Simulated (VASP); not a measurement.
Here is a VASP 6.6.1 calculation.

Contents of POSCAR:

```
CdSe
1.0
    3.0400000000     -3.0400000000      0.0000000000
    0.0000000000      0.0000000000      6.0800000000
   -3.0422790000     -3.0422790000      0.0000000000
Cd Se
2 2
Direct
    0.0000000000      0.0000700000      0.0000000000
    0.5000000000      0.5000700000      0.5000000000
    0.0000000000      0.2499300000      0.5000000000
    0.5000000000      0.7499300000      0.0000000000
```

Contents of INCAR.step1:

```
SYSTEM = CdSe
PREC = Accurate
ENCUT = 440
ISMEAR = -1
SIGMA = 0.05
LREAL = .FALSE.
LASPH = .TRUE.
NELM = 120
NBANDS = 26
GGA = PE
ALGO = Normal
EDIFF = 1E-5
LWAVE = .TRUE.
LCHARG = .FALSE.
GGA_COMPAT = .FALSE.
```

The input INCAR.step2:

```
SYSTEM = CdSe
PREC = Accurate
ENCUT = 440
EDIFF = 1E-6
ISMEAR = -1
SIGMA = 0.05
LREAL = .FALSE.
LASPH = .TRUE.
NELM = 120
ALGO = Normal
ISIF = 2
LWAVE = .FALSE.
LCHARG = .FALSE.
METAGGA = R2SCAN
LMIXTAU = .TRUE.
NBANDS = 26
ISTART = 1
GGA_COMPAT = .FALSE.
```

Contents of KPOINTS:

```
regular mesh
0
G
  4 3 4
  0 0 0
```

Potentials or basis: VASP PAW PBE potentials, release 64 (Cd, Se).

Command:

```bash
$ cat potpaw_PBE.64/Cd/POTCAR potpaw_PBE.64/Se/POTCAR > POTCAR
$ cp INCAR.step1 INCAR
$ mpirun -np 1 vasp_std > vasp.out
$ cp INCAR.step2 INCAR
$ mpirun -np 1 vasp_std > vasp.out
```

Problem. Estimate the pressure.

Solution. 1.5 GPa.

Problem. Estimate the band gap on the k mesh.

Solution. 1.08 eV.

Stress tensor (GPa, compression positive):
```
 1.60 -0.02  0.00
-0.02  1.60  0.00
 0.00  0.00  1.44
```

Caveat: the PAW data sets were made with another functional, which shifts forces and pressure a little.
